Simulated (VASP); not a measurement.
# AlCu3 (Pm-3m) in VASP: vibrations by perturbation theory with LDA

Aim: the vibrations by perturbation theory of AlCu3 with LDA.

Program: VASP 6.6.1. These are calculated values, not measurements. Logs are shortened: lines on timing, memory, paths and dates and some standing lists are left out, and cuts for length are marked.

## (1) The cell of the first run

Symmetry: Pm-3m, No. 221, cubic system. Conventional cell: a = 3.590 Å, b = 3.590 Å, c = 3.590 Å, α = 90.00°, β = 90.00°, γ = 90.00°. Al (site symmetry m-3m) has 12 Cu at 2.54 Å within 3.3 Å. Cu (site symmetry 4/mmm) has 4 Al at 2.54 Å and 8 Cu at 2.54 Å within 3.3 Å.

## (2) Vibrations by perturbation theory, LDA

The input, INCAR:

```
SYSTEM = AlCu3
PREC     = Accurate       ! precision mode
ENCUT    = 520            ! plane-wave cutoff, eV
EDIFF    = 1E-8           ! SCF threshold, eV
ISMEAR   = -1             ! smearing method
SIGMA    = 0.15           ! smearing width, eV
LREAL    = .FALSE.        ! projectors in reciprocal space
LASPH    = .TRUE.         ! aspherical terms in the spheres
NELM     = 80             ! most SCF steps
ALGO     = Normal         ! electronic algorithm
ISIF     = 2              ! what is computed and relaxed
LWAVE    = .FALSE.        ! write WAVECAR
LCHARG   = .TRUE.         ! write CHGCAR
NBANDS   = 26             ! bands
IBRION   = 8              ! ionic algorithm
NSW      = 1              ! ionic steps
```

The input, KPOINTS:

```
Automatic mesh
0
G
  12 12 12
  0 0 0
```

The input, POSCAR:

```
AlCu3
1.0
    3.5896220639      0.0000000000      0.0000000000
    0.0000000000      3.5896220639      0.0000000000
    0.0000000000      0.0000000000      3.5896220639
Al Cu
1 3
Direct
    0.0000000000      0.0000000000      0.0000000000
    0.5000000000      0.5000000000      0.0000000000
    0.5000000000      0.0000000000      0.5000000000
    0.0000000000      0.5000000000      0.5000000000
```

Potentials or basis: VASP PAW LDA potentials, release 64 (Al, Cu).

Command:

```console
> cat potpaw_LDA.64/Al/POTCAR potpaw_LDA.64/Cu/POTCAR > POTCAR
> mpirun -np 1 vasp_std > vasp.out
```

OUTCAR:

```text
SYSTEM = AlCu3
   PREC = Accurate
   ENCUT = 520
   EDIFF = 1E-8
   ISMEAR = -1
   LREAL = .FALSE.
   LASPH = .TRUE.
   NELM = 80
   ISIF = 2
   IBRION = 8
   NSW = 1

 ion  position               nearest neighbor table
   1  0.000  0.000  0.000-   2 2.54   3 2.54   4 2.54   3 2.54   4 2.54   2 2.54   4 2.54   4 2.54
                             2 2.54   3 2.54   3 2.54   2 2.54
   2  0.500  0.500  0.000-   1 2.54   3 2.54   4 2.54   3 2.54   4 2.54   1 2.54   3 2.54   3 2.54
                             1 2.54   4 2.54   4 2.54   1 2.54
   3  0.500  0.000  0.500-   1 2.54   2 2.54   4 2.54   1 2.54   2 2.54   2 2.54   4 2.54   2 2.54
                             1 2.54   4 2.54   1 2.54   4 2.54
   4  0.000  0.500  0.500-   1 2.54   2 2.54   3 2.54   1 2.54   2 2.54   1 2.54   3 2.54   1 2.54
                             2 2.54   3 2.54   2 2.54   3 2.54

  LATTYP: Found a simple cubic cell.
 ALAT       =     3.5896220639

  Lattice vectors:

 A1 = (   3.5896220639,   0.0000000000,   0.0000000000)
 A2 = (   0.0000000000,   3.5896220639,   0.0000000000)
 A3 = (   0.0000000000,   0.0000000000,   3.5896220639)

Analysis of symmetry for initial positions (statically):
=====================================================================
 Subroutine PRICEL returns:
 Original cell was already a primitive cell.

 Routine SETGRP: Setting up the symmetry group for a
 simple cubic supercell.

 Subroutine GETGRP returns: Found 48 space group operations
 (whereof 48 operations were pure point group operations)
 out of a pool of 48 trial point group operations.

The static configuration has the point symmetry O_h .

Analysis of symmetry for dynamics (positions and initial velocities):
=====================================================================
 Subroutine PRICEL returns:
 Original cell was already a primitive cell.

 Routine SETGRP: Setting up the symmetry group for a
[... 896 lines left out ...]

  energy  without entropy=      -19.0589055421  energy(sigma->0) =      -19.10043197

[... ionic steps 2 to 3 ...]

--------------------------------------- Ionic step        4  -------------------------------------------

------------------------ aborting loop because EDIFF is reached ----------------------------------------
[... 7 lines left out ...]
[... ionic steps 8 to 8 ...]

--------------------------------------- Ionic step        9  -------------------------------------------

 Free energy of the ion-electron system (eV)
  ---------------------------------------------------
  ---------------------------------------------------
  free energy    TOTEN  =        -0.24319179 eV

  energy without entropy =       -0.24319178

------------------------ aborting loop because EDIFF is reached ----------------------------------------

 INTERNAL STRAIN TENSOR  FOR ION    2  DIRECTION 3   (eV/Angst):
 -----------------------------------------------------------------------------
     0.00791  0.00000  0.00000
     0.00000  0.00791 -0.00000
     0.00000 -0.00000 -0.00538

 INTERNAL STRAIN TENSOR FOR ION    4 for displacements in x,y,z  (eV/Angst):
          X           Y           Z          XY          YZ          ZX
  --------------------------------------------------------------------------------
  x     0.00000     0.00000     0.00000     0.00000     0.00000     0.00000
  y     0.00000     0.00000     0.00000     0.00000     0.00000     0.00000
  z     0.00000     0.00000     0.00000     0.00000     0.00000     0.00000

 SECOND DERIVATIVES (NOT SYMMETRIZED)
 ------------------------------------
               1X          1Y          1Z          2X          2Y          2Z          3X          3Y          3Z          4X          4Y          4Z
  1X    -7.751813    0.000000   -0.000000    3.774185   -0.000000   -0.000000    3.774185   -0.000000   -0.000000    0.203444   -0.000000    0.000000
  1Y     0.000000   -7.751813    0.000000   -0.000000    3.774185   -0.000000   -0.000000    0.203444    0.000000   -0.000000    3.774185   -0.000000
  1Z    -0.000000   -0.000000   -7.751813    0.000000    0.000000    0.203444    0.000000    0.000000    3.774185    0.000000    0.000000    3.774185
  2X     3.741754    0.000000    0.000000   -6.857781    0.000000    0.000000   -0.304626    0.000000    0.000000    3.420653    0.000000    0.000000
  2Y     0.000000    3.741754    0.000000    0.000000   -6.857781    0.000000    0.000000    3.420653    0.000000    0.000000   -0.304626    0.000000
  2Z    -0.000000   -0.000000    0.167979    0.000000   -0.000000   -7.011485   -0.000000    0.000000    3.421753    0.000000   -0.000000    3.421753
  3X     3.741754    0.000000    0.000000   -0.304626    0.000000    0.000000   -6.857781    0.000000    0.000000    3.420653    0.000000    0.000000
  3Y     0.000000    0.167979   -0.000000    0.000000    3.421753    0.000000   -0.000000   -7.011485    0.000000   -0.000000    3.421753    0.000000
  3Z     0.000000    0.000000    3.741754    0.000000    0.000000    3.420653    0.000000    0.000000   -6.857781    0.000000    0.000000   -0.304626
  4X     0.167979    0.000000   -0.000000    3.421753   -0.000000    0.000000    3.421753   -0.000000    0.000000   -7.011485   -0.000000    0.000000
  4Y     0.000000    3.741754    0.000000    0.000000   -0.304626    0.000000    0.000000    3.420653    0.000000    0.000000   -6.857781    0.000000
  4Z     0.000000    0.000000    3.741754    0.000000    0.000000    3.420653    0.000000    0.000000   -0.304626    0.000000    0.000000   -6.857781

 Eigenvectors and eigenvalues of the dynamical matrix
 ----------------------------------------------------

   1 f  =    9.373680 THz    58.896566 2PiTHz  312.672296 cm-1    38.766407 meV
             X         Y         Z           dx          dy          dz
      0.000000  0.000000  0.000000    -0.857495   -0.084634   -0.000000
      1.794811  1.794811  0.000000     0.344426    0.033995   -0.000000
      1.794811  0.000000  1.794811     0.344426   -0.013167   -0.000000
      0.000000  1.794811  1.794811    -0.133401    0.033995   -0.000000
[... 71 lines left out ...]
  12 f/i=    0.020071 THz     0.126109 2PiTHz    0.669493 cm-1     0.083007 meV
             X         Y         Z           dx          dy          dz
      0.000000  0.000000  0.000000    -0.286214   -0.199898    0.023554
      1.794811  1.794811  0.000000    -0.442085   -0.308761    0.036460
      1.794811  0.000000  1.794811    -0.442085   -0.309437    0.036381
      0.000000  1.794811  1.794811    -0.443052   -0.308761    0.036381

--------------------------------------------------------------------------------------------------------

 ELASTIC MODULI CONTR FROM IONIC RELAXATION (kBar)
 Direction    XX          YY          ZZ          XY          YZ          ZX
 --------------------------------------------------------------------------------
 XX           0.0000      0.0000      0.0000      0.0000      0.0000      0.0000
 YY           0.0000      0.0000      0.0000      0.0000      0.0000      0.0000
 ZZ           0.0000      0.0000      0.0000      0.0000      0.0000      0.0000
 XY           0.0000      0.0000      0.0000      0.0000      0.0000      0.0000
 YZ           0.0000      0.0000      0.0000      0.0000      0.0000      0.0000
 ZX           0.0000      0.0000      0.0000      0.0000      0.0000      0.0000
 --------------------------------------------------------------------------------
```

It took 15 min on 1 thread of Intel Xeon Platinum 8488C (Sapphire Rapids), shared host; peak memory 0.79 GiB.

What came out:

```
Highest phonon frequency at Γ : 313 cm⁻¹
```

Phonon frequencies in cm⁻¹ (negative: imaginary):
```csv
q point,frequencies
"(0.000, 0.000, 0.000)",-1 -1 -1 167 167 167 203 203 203 313 313 313
```
